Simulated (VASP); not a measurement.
A run of VASP 6.6.1 is set up as follows.

File INCAR:

```
SYSTEM = Y3NbO2
PREC = Accurate
ENCUT = 520
EDIFF = 1E-6
ISMEAR = 0
SIGMA = 0.1
LREAL = .False.
LASPH = .True.
NELM = 100
ALGO = Normal
ISIF = 2
LWAVE = .False.
LCHARG = .False.
GGA = PE
NBANDS = 38
```

File KPOINTS:

```
Automatic mesh
0
Gamma
  12 12 4
  0 0 0
```

File POSCAR:

```
Y3NbO2
1.0
    3.9131339569      0.0000000000      0.0000000000
   -1.9565669785      3.3888734151      0.0000000000
    0.0000000000      0.0000000000      9.2352603853
Y Nb O
3 1 2
Direct
    0.3333333333      0.6666666667      0.7788475914
    0.6666666667      0.3333333333      0.2211524086
    0.0000000000      0.0000000000      0.5000000000
    0.0000000000      0.0000000000      0.0000000000
    0.0000000000      0.0000000000      0.7553775159
    0.0000000000      0.0000000000      0.2446224841
```

Potentials or basis: VASP PAW PBE potentials, release 64 (Y_sv, Nb_sv, O).

Run with:

```sh
$ cat potpaw_PBE.64/Y_sv/POTCAR potpaw_PBE.64/Nb_sv/POTCAR potpaw_PBE.64/O/POTCAR > POTCAR
$ mpirun -np 1 vasp_std > vasp.out
```

Problem. Estimate the band gap on the k mesh.

Solution. Zero (bands 29 and 30 overlap by 1.33 eV).

Problem. What does it give for the pressure?

Solution. -0.1 GPa.
